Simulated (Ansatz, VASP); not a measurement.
**C: VASP beside Ansatz**

```
C
1.0
     0.05505    1.71349    1.82049
     1.71349    0.05505    1.82049
     1.76854    1.76854    0.00000
C
2
Direct
  0.52804 0.52804 0.47196
  0.72196 0.72196 0.77804
```

Alike in both runs: task single point; functional PBE; k mesh 12 × 12 × 12; occupations gaussian, width 0.02 eV; no spin polarisation.

|  | VASP | Ansatz |
| --- | --- | --- |
| version | VASP 6.6.1 | Ansatz 0.2.0 |
| potentials or method | VASP PAW PBE potentials, release 64 (C), cutoff 520 eV | scalar-relativistic, plane waves, PAW |
| valence electrons in the cell | 8 | 8 |

|  | VASP | Ansatz | Ansatz less VASP |
| --- | --- | --- | --- |
| gap on the k mesh at the Fermi level (eV) | none | none | - |
| pressure (GPa) | 40.9 | 40.2 | -0.74 |
| traceless stress, the component that is largest in VASP (GPa) | -49.24 | -49.06 | +0.184 |
| rms of the force components (eV/Å) | 4.021 | 4.011 | -0.0098 |

Atom by atom the forces differ by 0.010 eV/Å (rms over components). A gap of «none» marks a metal or a gap that the smearing closes. Both programs put the cell under a high pressure, so it lies far from rest at this level. The functional is the same, so the differences come from potentials, cutoffs and numerics.
